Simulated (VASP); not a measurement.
## Cu: single point with PBEsol

The system is Cu.

```
CELL_PARAMETERS angstrom
3.61500 0.00000 3.61500
0.00000 -3.61500 3.61500
3.61500 -3.61500 0.00000
ATOMIC_POSITIONS crystal
Cu 0.94191 0.94191 0.55809
Cu 0.00000 0.50000 0.50000
Cu 0.50000 0.00000 0.50000
Cu 0.50000 0.50000 0.50000
Cu 0.00000 0.00000 0.00000
Cu 0.00000 0.50000 0.00000
Cu 0.50000 0.00000 0.00000
Cu 0.50000 0.50000 0.00000
```

This cell differs from its parent crystal: atom 1 (Cu) moved +0.420 Å towards its neighbour atom 8 (Cu) at 3.615 Å.

```
Program             : VASP 6.6.1
Task                : single point
Functional          : PBEsol
Potentials or basis : VASP PAW PBE potentials, release 64 (Cu)
Cutoff              : 520 eV
k mesh              : 12 × 12 × 12
Occupations         : gaussian, width 0.15 eV
Spin                : no spin polarisation
```

* Pressure: -2.1 GPa
* Largest force: 3.086 eV/Å
* Band gap on the k mesh: zero (bands 44 and 45 overlap by 1.65 eV)

Forces in eV/Å, atoms in the order of the input:
```
Cu   0.000  0.000  3.086
Cu   0.000  0.962 -0.767
Cu  -0.962  0.000 -0.767
Cu   0.000  0.000 -0.015
Cu   0.000  0.000 -0.015
Cu   0.962  0.000 -0.767
Cu   0.000 -0.962 -0.767
Cu   0.000  0.000  0.012
```

Stress tensor (GPa, compression positive):
```
-1.88  0.00  0.00
 0.00 -1.88  0.00
 0.00  0.00 -2.55
```

Levels at points of the mesh, in eV from the Fermi level:
```
           k point  band 42  band 43  band 44  band 45  band 46  band 47
(0.00, 0.00, 0.00)    -1.06    -0.83    -0.82    -0.82     1.45     1.45
(0.50, 0.00, 0.00)    -1.55     0.65     0.83     0.85     0.95     1.05
(0.50, 0.50, 0.00)    -1.53    -0.35    -0.34    -0.34    -0.34     5.80
(0.00, 0.50, 0.50)    -1.48    -0.52    -0.33    -0.29    -0.15     5.92
```

It took 36 min on 1 thread of Intel Xeon 8259CL, with other jobs on the host, peak memory 0.65 GiB.

Caveat: the cell differs from its parent crystal (atom 1 (Cu) moved +0.420 Å towards its neighbour atom 8 (Cu) at 3.615 Å); the PAW data sets were made with another functional, which shifts forces and pressure a little.
